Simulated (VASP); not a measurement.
Set up this calculation in VASP 6.6.1, as the native input.

- Task: single point
- Functional: PBEsol
- Potentials or basis: VASP PAW PBE potentials, release 64 (Fe)
- Cutoff: 520 eV
- k mesh: 10 × 10 × 15
- Occupations: fermi-dirac, width 0.05 eV
- Spin: collinear spin, ferromagnetic start
- Starting moments: [2.473, 2.24, 2.24] μB
- Dipole correction: no
- Further INCAR settings: ALGO = Normal; EDIFF = 1e-07; NBANDS = 23

The structure of Fe lies in POSCAR:

```
Fe
1.0
    4.2581818729      0.0000000000      0.0000000000
   -2.1290909364      3.6876936758      0.0000000000
    0.0000000000      0.0000000000      2.4205748565
Fe
3
Direct
    0.0000000000      0.0000000000      0.0000000000
    0.3333333333      0.6666666667      0.5000000000
    0.6666666667      0.3333333333      0.5000000000
```

This isn't the form of Fe at room conditions, which is bcc.

The input as run:

INCAR

```
PREC = Accurate ; ENCUT = 520
EDIFF = 1E-7 ; ISMEAR = -1
SIGMA = 0.05 ; LREAL = F
LASPH = T ; NELM = 150
ALGO = Normal ; ISIF = 2
LWAVE = F ; LCHARG = F
ISPIN = 2 ; MAGMOM = 2.473 2.24 2.24
LORBIT = 11 ; LMAXMIX = 4
GGA = PS ; NBANDS = 23
```

KPOINTS

```
Automatic mesh
0
Gamma
  10 10 15
```

Potentials or basis: VASP PAW PBE potentials, release 64 (Fe).

Run with:

```bash
$ cat potpaw_PBE.64/Fe/POTCAR > POTCAR
$ mpirun -np 1 vasp_std > vasp.out
```

Results of the run:

* Pressure: -14.8 GPa
* Net moment: 7.82 μB per cell
* Site moments: Fe +2.63, +2.59 (each value once) μB
* Valence electrons inside the program's atomic spheres: Fe 7.04, 7.11 (each value once)

Caveat: the cell stands under tension; the PAW data sets were made with another functional, which shifts forces and pressure a little.

Wall time 2.3 min on 1 thread of AMD EPYC 9R45 96-Core Processor (Zen 5), on a shared host, peak memory 0.23 GiB.
